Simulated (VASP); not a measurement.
A run of VASP 6.6.1:

INCAR

```
  ALGO = Normal
  EDIFF = 1E-7
  ENCUT = 520
  GGA = PE
  ISIF = 2
  ISMEAR = -1
  LASPH = True
  LCHARG = False
  LREAL = False
  LWAVE = False
  NBANDS = 10
  NELM = 60
  PREC = Accurate
  SIGMA = 0.05
```

Contents of KPOINTS:

```
k-points
0
Gamma
  9 9 9
```

The input POSCAR:

```
Cs
1.0
   -2.9919676095      2.9919676095      2.9919676095
    2.9919676095     -2.9919676095      2.9919676095
    2.9919676095      2.9919676095     -2.9919676095
Cs
1
Direct
    0.0000000000      0.0000000000      0.0000000000
```

Potentials or basis: VASP PAW PBE potentials, release 64 (Cs_sv).

Run with:

```sh
$ cat potpaw_PBE.64/Cs_sv/POTCAR > POTCAR
$ mpirun -np 1 vasp_std > vasp.out
```

Hardware: 1 thread of Intel(R) Xeon(R) Platinum 8259CL CPU @ 2.50GHz (Skylake/Cascade Lake), with other jobs on the host.

Task: How long does it take, and how much memory?

Result: Wall time 23 s on 1 thread of Intel(R) Xeon(R) Platinum 8259CL CPU @ 2.50GHz (Skylake/Cascade Lake), with other jobs on the host, peak memory 0.24 GiB. Counts: scf iterations 12, k points 35.
